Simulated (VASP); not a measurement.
Runs of VASP 6.6.1 on BiTe. The structure is that of space group Fm-3m (No. 225), or close to it. The cells are those of the table. 

```csv
task,level,potentials or basis,cell,cutoff (eV),gap on the mesh (eV),pressure (GPa),relaxed volume (Å³/atom)
relaxation of the atoms,r2SCAN,"VASP PAW PBE potentials, release 64 (Bi_d, Te)","atoms relaxed from a = 4.609 Å, angles 60.0°, 2 atoms",520,none,-1.1,-
relaxation of cell and atoms,r2SCAN,"VASP PAW PBE potentials, release 64 (Bi_d, Te)","relaxed from a = 4.575 Å, angles 60.0°, 2 atoms",600,none,0.0,-
relaxation of cell and atoms,PBE,"VASP PAW PBE potentials, release 64 (Bi_d, Te)","relaxed from a = 4.575 Å, angles 60.0°, 2 atoms",600,none,0.0,34.41
relaxation of cell and atoms,PBEsol,"VASP PAW PBE potentials, release 64 (Bi_d, Te)","relaxed from a = 4.575 Å, angles 60.0°, 2 atoms",600,none,0.0,(a)
relaxation of cell and atoms,LDA,"VASP PAW LDA potentials, release 64 (Bi_d, Te)","relaxed from a = 4.575 Å, angles 60.0°, 2 atoms",600,none,0.0,32.11
```

Alike in all rows: no spin polarisation; k mesh 9 × 9 × 9; smearing fermi-dirac 0.1 eV.

Estimate the missing entries.

(a) 32.75.

Caveats: spin-orbit coupling is left out, which moves the levels of the heavy elements; the PAW data sets were made with another functional, which shifts forces and pressure a little (at least some runs); the relaxation stopped at its first step, so nothing moved (at least some runs).

A k mesh can miss the band edges, and the runs leave out spin-orbit coupling on Bi, Te.

A gap of «none» marks levels without a gap at the run's occupations.
